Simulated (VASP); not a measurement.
A run of VASP 6.6.1 is set up as follows.

File INCAR:

```
PREC     = Accurate       # precision mode
ENCUT    = 520            # plane-wave cutoff, eV
EDIFF    = 1E-7           # SCF threshold, eV
ISMEAR   = -1             # smearing method
SIGMA    = 0.1            # smearing width, eV
LREAL    = F              # projectors in reciprocal space
LASPH    = T              # aspherical terms in the spheres
NELM     = 80             # most SCF steps
ALGO     = Normal         # electronic algorithm
ISIF     = 2              # what is computed and relaxed
LWAVE    = F              # write WAVECAR
LCHARG   = T              # write CHGCAR
GGA      = CA             # functional
LELF     = T              # ELF
LVHAR    = T            
NBANDS   = 13             # bands
```

Contents of KPOINTS:

```
Automatic mesh
0
Gamma
  12 12 12
```

File POSCAR:

```
Sn
1.0
   -1.7567029699      1.8065671775      2.3791946408
    1.7567029699     -1.8065671775      2.3791946408
    1.7567029699      1.8065671775     -2.3791946408
Sn
1
Direct
    0.0000000000      0.0000000000      0.0000000000
```

Potentials or basis: VASP PAW LDA potentials, release 64 (Sn_d).

The run is started by

```bash
$ cat potpaw_LDA.64/Sn_d/POTCAR > POTCAR
$ mpirun -np 1 vasp_std > vasp.out
```

**Question.** Predict the band gap on the k mesh.

**Answer.** Zero (band 7 reaches 13.17 eV, above the bottom of band 8 at 4.88 eV).

**Question.** Estimate the pressure.

**Answer.** -6.3 GPa.

Stress tensor (GPa, compression positive):
```
-6.04  0.00  0.00
 0.00 -6.34  0.00
 0.00  0.00 -6.59
```

Caveat: spin-orbit coupling is left out, which moves the levels of the heavy elements.
